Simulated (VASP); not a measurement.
# TiO2 (I4_1/amd) in VASP: notebook

Aim: see how the results for TiO2 move with the level of theory and the settings. Levels: PBE exchange alone, LDA. Tasks: single point.

All numbers are computed with VASP 6.6.1; they aren't measurements. Logs are shortened: lines on timing, memory, paths and dates and some standing lists are left out, and cuts for length are marked.

**1. The cell of the first run**

It takes space group I4_1/amd (No. 141, tetragonal). Conventional cell: a = 3.858 Å, b = 3.858 Å, c = 9.701 Å, α = 90.00°, β = 90.00°, γ = 90.00°. Ti (site symmetry -4m2) has 6 O at 1.97 to 2.02 Å within 2.6 Å. O (site symmetry 2mm) has 3 Ti at 1.97 to 2.02 Å and 2 O at 2.51 Å within 2.6 Å.

**2. Single point, PBE exchange alone**

INCAR reads:

```
  PREC = Accurate
  ENCUT = 520
  EDIFF = 1E-6
  ISMEAR = -1
  SIGMA = 0.05
  LREAL = False
  LASPH = True
  NELM = 100
  ALGO = Normal
  ISIF = 2
  LWAVE = False
  LCHARG = False
  GGA = PE
  ALDAC = 0.0
  AGGAC = 0.0
  NBANDS = 33
```

KPOINTS reads:

```
regular mesh
0
Gamma
  10 10 10
```

POSCAR reads:

```
TiO2
1.0
   -1.9292094213      1.9292094213      4.8506040801
    1.9292094213     -1.9292094213      4.8506040801
    1.9292094213      1.9292094213     -4.8506040801
Ti O
2 4
Direct
    0.7500000000      0.2500000000      0.5000000000
    0.0000000000      0.0000000000      0.0000000000
    0.7919000000      0.7919000000      0.0000000000
    0.5419000000      0.0419000000      0.5000000000
    0.9581000000      0.4581000000      0.5000000000
    0.2081000000      0.2081000000      0.0000000000
```

Potentials or basis: VASP PAW PBE potentials, release 64 (Ti_sv, O).

Command:

```console
cat potpaw_PBE.64/Ti_sv/POTCAR potpaw_PBE.64/O/POTCAR > POTCAR
mpirun -np 1 vasp_std > vasp.out
```

OUTCAR:

```text
PREC = Accurate
   ENCUT = 520
   EDIFF = 1E-6
   ISMEAR = -1
   LREAL = False
   LASPH = True
   NELM = 100
   ISIF = 2
   GGA = PE

 ion  position               nearest neighbor table
   1  0.750  0.250  0.500-   3 1.97   6 1.97   3 1.97   6 1.97   5 2.02   4 2.02
   2  0.000  0.000  0.000-   4 1.97   5 1.97   4 1.97   5 1.97   3 2.02   6 2.02
   3  0.792  0.792  0.000-   1 1.97   1 1.97   2 2.02
   4  0.542  0.042  0.500-   2 1.97   2 1.97   1 2.02
   5  0.958  0.458  0.500-   2 1.97   2 1.97   1 2.02
   6  0.208  0.208  0.000-   1 1.97   1 1.97   2 2.02

  LATTYP: Found a body centered tetragonal cell.
 ALAT       =     3.8584188426
 C/A-ratio  =     2.5142962846

  Lattice vectors:

 A1 = (  -1.9292094213,   1.9292094213,   4.8506040801)
 A2 = (   1.9292094213,  -1.9292094213,   4.8506040801)
 A3 = (   1.9292094213,   1.9292094213,  -4.8506040801)

Analysis of symmetry for initial positions (statically):
=====================================================================
 Subroutine PRICEL returns:
 Original cell was already a primitive cell.

 Routine SETGRP: Setting up the symmetry group for a
 body centered tetragonal supercell.

 Subroutine GETGRP returns: Found 16 space group operations
 (whereof  8 operations were pure point group operations)
 out of a pool of 16 trial point group operations.

The static configuration has the point symmetry D_2d.
 The point group associated with its full space group is D_4h.

Analysis of symmetry for dynamics (positions and initial velocities):
=====================================================================
 Subroutine PRICEL returns:
 Original cell was already a primitive cell.

 Routine SETGRP: Setting up the symmetry group for a
 body centered tetragonal supercell.

 Subroutine GETGRP returns: Found 16 space group operations
 (whereof  8 operations were pure point group operations)
 out of a pool of 16 trial point group operations.

The dynamic configuration has the point symmetry D_2d.
 The point group associated with its full space group is D_4h.

 Subroutine INISYM returns: Found 16 space group operations
 (whereof  8 operations are pure point group operations),
 and found     1 'primitive' translations

----------------------------------------------------------------------------------------

                                     Primitive cell

  volume of cell :      72.2129

  direct lattice vectors                    reciprocal lattice vectors
    -1.929209421  1.929209421  4.850604080     0.000000000  0.259173522  0.103079945
     1.929209421 -1.929209421  4.850604080     0.259173522  0.000000000  0.103079945
[... 100 lines left out ...]
   ISYM   =      2    0-nonsym 1-usesym 2-fastsym
   POTIM  = 0.5000    time-step for ionic-motion
   TEBEG  =    0.0;   TEEND  =   0.0 temperature during run
   PSTRESS=    0.0 pullay stress
   NELECT =      48.0000    total number of electrons
   NUPDOWN=      -1.0000    fix difference up-down
   EMIN   =  10.00;   EMAX   =-10.00  energy-range for DOS
   EFERMI =   0.00;   METHOD = LEGACY
   ISMEAR =    -1;   SIGMA  =   0.05  broadening in eV -4-tet -1-fermi 0-gaus
   EFERMI_NEDOS =   21; number of points for ismear=-14 and -15
   IALGO  =     38    algorithm
   IMIX   =      4    mixing-type and parameters
     AMIX     =   0.40;   BMIX     =  1.00
     AMIX_MAG =   1.60;   BMIX_MAG =  1.00
  volume/ion in A,a.u.               =      12.04        81.22
  Fermi-wavevector in a.u.,A,eV,Ry     =   1.428731  2.699910 27.773185  2.041272
  Thomas-Fermi vector in A             =   2.548761
   LORBIT       =      0    0 simple, 1 ext, 2 COOP (PROOUT), +10 PAW based schemes
   GGA     = PE    functional components
   LHFCALC =     F    Hartree Fock is set to
   AEXX    =    0.0000 exact exchange contribution
   IVDW    =     0    specifies the selected vdW correction
   LEPSILON=     F    determine dielectric tensor
   LRPA    =     F    only Hartree local field effects (RPA)
 non-spin polarized calculation
  energy-cutoff  :      520.00
  volume of cell :       72.21
 maximum number of plane-waves:      1959
 NGX is ok and might be reduce to    42
   NGX = 21   NGY = 21   NGZ = 21

 number of electron      48.0000008 magnetization

 Free energy of the ion-electron system (eV)
  ---------------------------------------------------
  ext. energy  EPLUGINS =         0.00000000
  ---------------------------------------------------
  free energy    TOTEN  =       -47.32673738 eV

  energy without entropy =      -47.32673738  energy(sigma->0) =      -47.32673738

 E-fermi :   5.3741     XC(G=0):  -8.8870

 val. band max:        4.3518990800   @ k =  -0.4000   0.4000   0.0000
 cond. band min:       6.3738737412   @ k =   0.0000   0.0000   0.0000
 fundamental gap:      2.0219746612
 Fermi energy:         5.3741495165

 k-point     1 :       0.0000    0.0000    0.0000
  band No.  band energies     occupation
      1     -52.2132      2.00000
      2     -52.1677      2.00000
      3     -28.6388      2.00000
      4     -28.4425      2.00000
      5     -28.4425      2.00000
      6     -28.3866      2.00000
[... 853 lines left out ...]
     32      10.3495      0.00000
     33      11.1411      0.00000

 [... further k-points ...]

------------------------ aborting loop because EDIFF is reached ----------------------------------------

  FORCE on cell =-STRESS in cart. coord.  units (eV):
  Direction    XX          YY          ZZ          XY          YZ          ZX
  --------------------------------------------------------------------------------------
  -------------------------------------------------------------------------------------
  Total        4.1223745      4.1223745      4.8807199      0.0000000      0.0000000      0.0000000
  in kB       91.4625812     91.4625812    108.2878919      0.0000000      0.0000000      0.0000000
  external PRESSURE =      97.0710181 kB  Pullay stress =       0.0000000 kB

 VOLUME and BASIS-vectors are now :
 -----------------------------------------------------------------------------
  energy-cutoff  :      520.00
  volume of cell :       72.21
      direct lattice vectors                 reciprocal lattice vectors
    -1.929209421  1.929209421  4.850604080     0.000000000  0.259173522  0.103079945
     1.929209421 -1.929209421  4.850604080     0.259173522  0.000000000  0.103079945
     1.929209421  1.929209421 -4.850604080     0.259173522  0.259173522  0.000000000

 POSITION                                       TOTAL-FORCE (eV/Angst)
 -----------------------------------------------------------------------------------
     -0.00000      1.92921      2.42530         0.000000      0.000000      0.000000
      0.00000      0.00000      0.00000         0.000000      0.000000      0.000000
      0.00000      0.00000      7.68239        -0.000000      0.000000     -0.126506
      0.00000      1.92921      0.40648         0.000000     -0.000000     -0.126506
      0.00000      1.92921      4.44412         0.000000     -0.000000      0.126506
      0.00000      0.00000      2.01882        -0.000000      0.000000      0.126506
 -----------------------------------------------------------------------------------
    total drift:                                0.000000      0.000000      0.000000

  FREE ENERGIE OF THE ION-ELECTRON SYSTEM (eV)
  ---------------------------------------------------
  free  energy   TOTEN  =       -47.3267373757 eV

  energy  without entropy=      -47.3267373755  energy(sigma->0) =      -47.32673738
```

It took 4.2 min on 1 thread of Intel Xeon 6975P-C (Granite Rapids), shared host; peak memory 0.37 GiB.

What came out:

```
Free energy            : -47.3267 eV
Pressure               : 9.7 GPa
Largest force          : 0.127 eV/Å
Band gap on the k mesh : 2.02 eV (least direct gap 2.34 eV)
```

Forces in eV/Å, atoms in the order of the input:
```
Ti   0.000  0.000  0.000
Ti   0.000  0.000  0.000
O    0.000  0.000 -0.127
O    0.000  0.000 -0.127
O    0.000  0.000  0.127
O    0.000  0.000  0.127
```

Caveat: the cell stands under pressure.

**3. Single point, LDA**

INCAR reads:

```
SYSTEM = TiO2
PREC     = Accurate       ! precision mode
ENCUT    = 520            ! plane-wave cutoff, eV
EDIFF    = 1E-6           ! SCF threshold, eV
ISMEAR   = -1             ! smearing method
SIGMA    = 0.05           ! smearing width, eV
LREAL    = .False.        ! projectors in reciprocal space
LASPH    = .True.         ! aspherical terms in the spheres
NELM     = 60             ! most SCF steps
ALGO     = Normal         ! electronic algorithm
ISIF     = 2              ! what is computed and relaxed
LWAVE    = .False.        ! write WAVECAR
LCHARG   = .False.        ! write CHGCAR
NBANDS   = 33             ! bands
```

KPOINTS reads:

```
Automatic mesh
0
Gamma
  10 10 10
  0 0 0
```

POSCAR is that of step 2.

Potentials or basis: VASP PAW LDA potentials, release 64 (Ti_sv, O).

Command:

```console
cat potpaw_LDA.64/Ti_sv/POTCAR potpaw_LDA.64/O/POTCAR > POTCAR
mpirun -np 1 vasp_std > vasp.out
```

Wall time 4 min (1 thread of Intel Xeon 6975P-C (Granite Rapids), shared host); peak memory 0.34 GiB.

The run converged. Its results:

```
Free energy            : -58.5266 eV
Pressure               : -16.5 GPa
Largest force          : 0.406 eV/Å
Band gap on the k mesh : 1.88 eV (least direct gap 2.22 eV)
```

Forces in eV/Å, atoms in the order of the input:
```
Ti   0.000  0.000  0.000
Ti   0.000  0.000  0.000
O    0.000  0.000  0.406
O    0.000  0.000  0.406
O    0.000  0.000 -0.406
O    0.000  0.000 -0.406
```

Stress tensor (GPa, compression positive):
```
-16.55   0.00   0.00
  0.00 -16.55   0.00
  0.00   0.00 -16.32
```

Levels at points of the mesh, in eV from the valence-band top:
```csv
k point,band 20,band 21,band 22,band 23,band 24,band 25,band 26,band 27,band 28,band 29
"(0.00, 0.00, 0.00)",-0.81,-0.81,-0.76,-0.43,-0.43,1.88,2.57,3.60,3.60,3.66
"(0.50, 0.00, 0.00)",-1.90,-1.87,-0.91,-0.89,-0.63,2.92,3.20,3.23,3.32,3.93
"(0.50, 0.50, 0.00)",-2.54,-2.00,-2.00,-0.03,-0.03,3.01,3.01,3.47,3.47,4.49
"(0.50, 0.50, 0.50)",-1.33,-1.27,-1.27,-0.14,-0.14,2.21,2.21,3.40,3.40,3.88
```

Caveat: the cell stands under tension.
